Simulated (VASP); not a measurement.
# Na (Fd-3m) in VASP: further runs

The runs below take Na through single point, with BLYP.

All numbers are computed with VASP 6.6.1; they aren't measurements. Logs are shortened: lines on timing, memory, paths and dates and some standing lists are left out, and cuts for length are marked.

**1. The cell of the first run**

It takes space group Fd-3m (No. 227, cubic). The conventional cell has a = 8.024 Å, b = 8.024 Å, c = 8.024 Å, α = 90.00°, β = 90.00°, γ = 90.00°. Within 4.6 Å of Na (site symmetry -43m) lie 4 Na at 3.47 Å.

**2. Single point, BLYP (volume scaled by 1.04)**

INCAR

```
SYSTEM = Na
PREC = Accurate
ENCUT = 520
EDIFF = 1E-6
ISMEAR = -1
SIGMA = 0.1
LREAL = .FALSE.
LASPH = .TRUE.
NELM = 80
ALGO = Normal
ISIF = 2
LWAVE = .FALSE.
LCHARG = .FALSE.
GGA = B5
ALDAX = 1.0
AGGAX = 1.0
AGGAC = 1.0
ALDAC = 0.0
NBANDS = 14
```

KPOINTS

```
Automatic mesh
0
G
  8 8 8
  0 0 0
```

POSCAR

```
Na
1.0
    0.0000000000      4.0121579994      4.0121579994
    4.0121579994      0.0000000000      4.0121579994
    4.0121579994      4.0121579994      0.0000000000
Na
2
Direct
    0.1250000000      0.1250000000      0.1250000000
    0.8750000000      0.8750000000      0.8750000000
```

Potentials or basis: VASP PAW PBE potentials, release 64 (Na_pv).

Launch:

```console
> cat potpaw_PBE.64/Na_pv/POTCAR > POTCAR
> mpirun -np 1 vasp_std > vasp.out
```

OUTCAR:

```text
SYSTEM = Na
   PREC = Accurate
   ENCUT = 520
   EDIFF = 1E-6
   ISMEAR = -1
   LREAL = .FALSE.
   LASPH = .TRUE.
   NELM = 80
   ISIF = 2
   GGA = B5

 ion  position               nearest neighbor table
   1  0.125  0.125  0.125-
   2  0.875  0.875  0.875-

  LATTYP: Found a face centered cubic cell.
 ALAT       =     8.0243159988

  Lattice vectors:

 A1 = (   0.0000000000,   4.0121579994,   4.0121579994)
 A2 = (   4.0121579994,   0.0000000000,   4.0121579994)
 A3 = (   4.0121579994,   4.0121579994,   0.0000000000)

Analysis of symmetry for initial positions (statically):
=====================================================================
 Subroutine PRICEL returns:
 Original cell was already a primitive cell.

 Routine SETGRP: Setting up the symmetry group for a
 face centered cubic supercell.

 Subroutine GETGRP returns: Found 48 space group operations
 (whereof 12 operations were pure point group operations)
 out of a pool of 48 trial point group operations.

The static configuration has the point symmetry D_3d.
 The point group associated with its full space group is O_h .

Analysis of symmetry for dynamics (positions and initial velocities):
=====================================================================
 Subroutine PRICEL returns:
 Original cell was already a primitive cell.

 Routine SETGRP: Setting up the symmetry group for a
 face centered cubic supercell.

 Subroutine GETGRP returns: Found 48 space group operations
 (whereof 12 operations were pure point group operations)
 out of a pool of 48 trial point group operations.

The dynamic configuration has the point symmetry D_3d.
 The point group associated with its full space group is O_h .

 Subroutine INISYM returns: Found 48 space group operations
 (whereof 12 operations are pure point group operations),
 and found     1 'primitive' translations

----------------------------------------------------------------------------------------

                                     Primitive cell

  volume of cell :     129.1707

  direct lattice vectors                    reciprocal lattice vectors
     0.000000000  4.012157999  4.012157999    -0.124621214  0.124621214  0.124621214
     4.012157999  0.000000000  4.012157999     0.124621214 -0.124621214  0.124621214
     4.012157999  4.012157999  0.000000000     0.124621214  0.124621214 -0.124621214

  length of vectors
     5.674048257  5.674048257  5.674048257     0.215850274  0.215850274  0.215850274

  position of ions in fractional coordinates (direct lattice)
     0.125000000  0.125000000  0.125000000
     0.875000000  0.875000000  0.875000000

  ion indices of the primitive-cell ions
   primitive index   ion index
                 1           1
                 2           2

----------------------------------------------------------------------------------------

 KPOINTS: Automatic mesh

Automatic generation of k-mesh.
 Grid dimensions read from file:
 generate k-points for:    8    8    8

 Generating k-lattice:

  Cartesian coordinates                     Fractional coordinates (reciprocal lattice)
    -0.015577652  0.015577652  0.015577652     0.125000000  0.000000000  0.000000000
     0.015577652 -0.015577652  0.015577652     0.000000000  0.125000000  0.000000000
     0.015577652  0.015577652 -0.015577652     0.000000000  0.000000000  0.125000000

  Length of vectors
     0.026981284  0.026981284  0.026981284

  Shift w.r.t. Gamma in fractional coordinates (k-lattice)
     0.000000000  0.000000000  0.000000000

 Subroutine IBZKPT returns following result:
 ===========================================

 Found     29 irreducible k-points:

 Following reciprocal coordinates:
            Coordinates               Weight
  0.000000  0.000000  0.000000      1.000000
  0.125000  0.000000  0.000000      8.000000
  0.250000  0.000000  0.000000      8.000000
  0.375000  0.000000  0.000000      8.000000
  0.500000  0.000000  0.000000      4.000000
  0.125000  0.125000  0.000000      6.000000
[... 16 lines left out ...]
  0.500000  0.250000  0.125000     48.000000
 -0.375000  0.250000  0.125000     24.000000
 [... further k-points ...]
   k-points           NKPTS =     29   k-points in BZ     NKDIM =     29   number of bands    NBANDS=     14
   number of dos      NEDOS =    301   number of ions     NIONS =      2
   total plane-waves  NPLWV =  74088
   dimension x,y,z NGX =    42 NGY =   42 NGZ =   42
   dimension x,y,z NGXF=    84 NGYF=   84 NGZF=   84
   ions per type =               2
   NGX,Y,Z   is equivalent  to a cutoff of  12.31, 12.31, 12.31 a.u.
   NGXF,Y,Z  is equivalent  to a cutoff of  24.61, 24.61, 24.61 a.u.
 SYSTEM =  Na
   PREC   = accura    normal or accurate (medium, high low for compatibility)
   ISTART =      0    job   : 0-new  1-cont  2-samecut
   ICHARG =      2    charge: 1-file 2-atom 10-const
   ISPIN  =      1    spin polarized calculation?
   LNONCOLLINEAR =      F non collinear calculations
   LSORBIT =      F    spin-orbit coupling
   LASPH  =      T    aspherical Exc in radial PAW
   ENCUT  =  520.0 eV  38.22 Ry    6.18 a.u.  10.55 10.55 10.55*2*pi/ulx,y,z
   NELM   =     80;   NELMIN=  2; NELMDL= -5     # of ELM steps
   EDIFF  = 0.1E-05   stopping-criterion for ELM
   LREAL  =      F    real-space projection
   EDIFFG = 0.1E-04   stopping-criterion for IOM
   NSW    =      0    number of steps for IOM
   IBRION =     -1    ionic relax: 0-MD 1-quasi-New 2-CG
   NFREE  =      0    steps in history (QN), initial steepest desc. (CG)
   ISIF   =      2    stress and relaxation
   ISYM   =      2    0-nonsym 1-usesym 2-fastsym
   POTIM  = 0.5000    time-step for ionic-motion
   TEBEG  =    0.0;   TEEND  =   0.0 temperature during run
   PSTRESS=    0.0 pullay stress
   NELECT =      14.0000    total number of electrons
   NUPDOWN=      -1.0000    fix difference up-down
   EMIN   =  10.00;   EMAX   =-10.00  energy-range for DOS
   EFERMI =   0.00;   METHOD = LEGACY
   ISMEAR =    -1;   SIGMA  =   0.10  broadening in eV -4-tet -1-fermi 0-gaus
   EFERMI_NEDOS =   21; number of points for ismear=-14 and -15
   IALGO  =     38    algorithm
   IMIX   =      4    mixing-type and parameters
     AMIX     =   0.40;   BMIX     =  1.00
     AMIX_MAG =   1.60;   BMIX_MAG =  1.00
  volume/ion in A,a.u.               =      64.59       435.84
  Fermi-wavevector in a.u.,A,eV,Ry     =   0.780542  1.475010  8.289288  0.609245
  Thomas-Fermi vector in A             =   1.883875
   LORBIT       =      0    0 simple, 1 ext, 2 COOP (PROOUT), +10 PAW based schemes
   GGA     = B5    functional components
   LHFCALC =     F    Hartree Fock is set to
   AEXX    =    0.0000 exact exchange contribution
   IVDW    =     0    specifies the selected vdW correction
   LEPSILON=     F    determine dielectric tensor
   LRPA    =     F    only Hartree local field effects (RPA)
 non-spin polarized calculation
  energy-cutoff  :      520.00
  volume of cell :      129.17
 maximum number of plane-waves:      3511
   NGX = 21   NGY = 21   NGZ = 21

 number of electron      14.0000026 magnetization

 Free energy of the ion-electron system (eV)
  ---------------------------------------------------
  ext. energy  EPLUGINS =         0.00000000
  ---------------------------------------------------
  free energy    TOTEN  =        -1.44997105 eV

  energy without entropy =       -1.41928369  energy(sigma->0) =       -1.43462737

 E-fermi :  -0.5354     XC(G=0):  -4.5406

 val. band max:       -0.5596024112   @ k =   0.5000   0.0000   0.0000
 cond. band min:      -0.4799367386   @ k =  -0.3750   0.5000   0.1250
 fundamental gap:      0.0796656726
 Fermi energy:        -0.5353697684

 k-point     1 :       0.0000    0.0000    0.0000
  band No.  band energies     occupation
      1     -26.1481      2.00000
      2     -26.1481      2.00000
      3     -26.1481      2.00000
      4     -26.1279      2.00000
      5     -26.1278      2.00000
      6     -26.1278      2.00000
      7      -2.7719      2.00000
      8       3.4932      0.00000
      9       3.4932      0.00000
     10       3.4933      0.00000
     11       3.9549      0.00000
     12       3.9549      0.00000
     13       3.9550      0.00000
     14       5.1451      0.00000

 k-point     2 :       0.1250    0.0000    0.0000
  band No.  band energies     occupation
      1     -26.1484      2.00000
      2     -26.1484      2.00000
      3     -26.1479      2.00000
      4     -26.1280      2.00000
      5     -26.1276      2.00000
      6     -26.1275      2.00000
      7      -2.6651      2.00000
      8       2.4412      0.00000
      9       3.2327      0.00000
     10       3.2328      0.00000
     11       4.1143      0.00000
     12       4.3014      0.00000
     13       4.3015      0.00000
     14       5.5729      0.00000

 k-point     3 :       0.2500    0.0000    0.0000
  band No.  band energies     occupation
      1     -26.1491      2.00000
      2     -26.1491      2.00000
      3     -26.1476      2.00000
      4     -26.1285      2.00000
      5     -26.1269      2.00000
      6     -26.1269      2.00000
      7      -2.3492      2.00000
      8       1.1693      0.00000
      9       2.9705      0.00000
     10       2.9706      0.00000
     11       3.9164      0.00000
     12       4.3788      0.00000
     13       4.3789      0.00000
     14       5.6614      0.00000
[... 324 lines left out ...]
 k-point    23 :       0.5000    0.2500    0.1250
  band No.  band energies     occupation
      1     -26.1514      2.00000
      2     -26.1505      2.00000
      3     -26.1441      2.00000
      4     -26.1321      2.00000
      5     -26.1255      2.00000
      6     -26.1246      2.00000
      7      -1.5715      1.99994
      8       0.2908      0.00052
      9       1.3382      0.00000
     10       2.0846      0.00000
     11       3.8754      0.00000
     12       4.3548      0.00000
     13       4.9560      0.00000
     14       5.8041      0.00000

 k-point    24 :      -0.3750    0.2500    0.1250
  band No.  band energies     occupation
      1     -26.1517      2.00000
      2     -26.1507      2.00000
      3     -26.1434      2.00000
      4     -26.1327      2.00000
      5     -26.1253      2.00000
      6     -26.1244      2.00000
      7      -1.1372      1.99514
      8      -0.3315      0.23050
      9       1.3271      0.00000
     10       1.9051      0.00000
     11       3.9252      0.00000
     12       4.1344      0.00000
     13       5.7154      0.00000
     14       6.1202      0.00000

 [... further k-points ...]

------------------------ aborting loop because EDIFF is reached ----------------------------------------

  FORCE on cell =-STRESS in cart. coord.  units (eV):
  Direction    XX          YY          ZZ          XY          YZ          ZX
  --------------------------------------------------------------------------------------
  -------------------------------------------------------------------------------------
  Total       -0.0362673     -0.0362673     -0.0362673     -0.0000000     -0.0000000      0.0000000
  in kB       -0.4498439     -0.4498439     -0.4498439     -0.0000000     -0.0000000      0.0000000
  external PRESSURE =      -0.4498439 kB  Pullay stress =       0.0000000 kB

 VOLUME and BASIS-vectors are now :
 -----------------------------------------------------------------------------
  energy-cutoff  :      520.00
  volume of cell :      129.17
      direct lattice vectors                 reciprocal lattice vectors
     0.000000000  4.012157999  4.012157999    -0.124621214  0.124621214  0.124621214
     4.012157999  0.000000000  4.012157999     0.124621214 -0.124621214  0.124621214
     4.012157999  4.012157999  0.000000000     0.124621214  0.124621214 -0.124621214

 POSITION                                       TOTAL-FORCE (eV/Angst)
 -----------------------------------------------------------------------------------
      1.00304      1.00304      1.00304         0.000000      0.000000      0.000000
      7.02128      7.02128      7.02128        -0.000000     -0.000000     -0.000000
 -----------------------------------------------------------------------------------
    total drift:                                0.000000      0.000000      0.000000

  FREE ENERGIE OF THE ION-ELECTRON SYSTEM (eV)
  ---------------------------------------------------
  free  energy   TOTEN  =        -1.4499710523 eV

  energy  without entropy=       -1.4192836917  energy(sigma->0) =       -1.43462737
```

Run time: 35 s. Hardware: 1 thread of Intel Xeon Platinum 8488C (Sapphire Rapids), shared host; peak memory 0.25 GiB.

Results:

```
Free energy            : -1.4500 eV
Pressure               : 0.0 GPa
Band gap on the k mesh : zero (band 7 reaches -0.37 eV, above the bottom of band 8 at -0.56 eV)
```

Caveat: the PAW data sets were made with another functional, which shifts forces and pressure a little.

**3. Single point, BLYP (volume scaled by 1.08)**

INCAR

```
  AGGAC = 1.0
  AGGAX = 1.0
  ALDAC = 0.0
  ALDAX = 1.0
  ALGO = Normal
  EDIFF = 1E-6
  ENCUT = 520
  GGA = B5
  ISIF = 2
  ISMEAR = -1
  LASPH = T
  LCHARG = F
  LREAL = F
  LWAVE = F
  NBANDS = 14
  NELM = 80
  PREC = Accurate
  SIGMA = 0.1
```

KPOINTS

```
k-points
0
Gamma
  8 8 8
```

POSCAR

```
Na
1.0
    0.0000000000      4.0629502015      4.0629502015
    4.0629502015      0.0000000000      4.0629502015
    4.0629502015      4.0629502015      0.0000000000
Na
2
Direct
    0.1250000000      0.1250000000      0.1250000000
    0.8750000000      0.8750000000      0.8750000000
```

Potentials or basis: VASP PAW PBE potentials, release 64 (Na_pv).

Launch:

```console
> cat potpaw_PBE.64/Na_pv/POTCAR > POTCAR
> mpirun -np 1 vasp_std > vasp.out
```

It took 45 s on 1 thread of Intel Xeon Platinum 8488C (Sapphire Rapids), shared host; peak memory 0.3 GiB.

It converged, with:

```yaml
Free_energy: -1.4477 eV
Pressure: -0.1 GPa
Band_gap_on_the_k_mesh: zero (band 7 reaches -0.46 eV, above the bottom of band 8 at -0.63 eV)
```

Levels at points of the mesh, in eV from the Fermi level:
| k point | band 3 | band 4 | band 5 | band 6 | band 7 | band 8 | band 9 | band 10 | band 11 | band 12 |
| --- | --- | --- | --- | --- | --- | --- | --- | --- | --- | --- |
| (0.00, 0.00, 0.00) | -25.61 | -25.60 | -25.60 | -25.60 | -2.17 | 3.94 | 3.94 | 3.94 | 4.41 | 4.41 |
| (0.50, 0.00, 0.00) | -25.61 | -25.60 | -25.60 | -25.60 | -0.87 | 0.00 | 3.26 | 3.26 | 4.14 | 4.40 |
| (0.50, 0.50, 0.00) | -25.61 | -25.61 | -25.59 | -25.59 | -0.03 | -0.03 | 2.17 | 2.17 | 3.01 | 3.01 |

Caveat: the PAW data sets were made with another functional, which shifts forces and pressure a little.
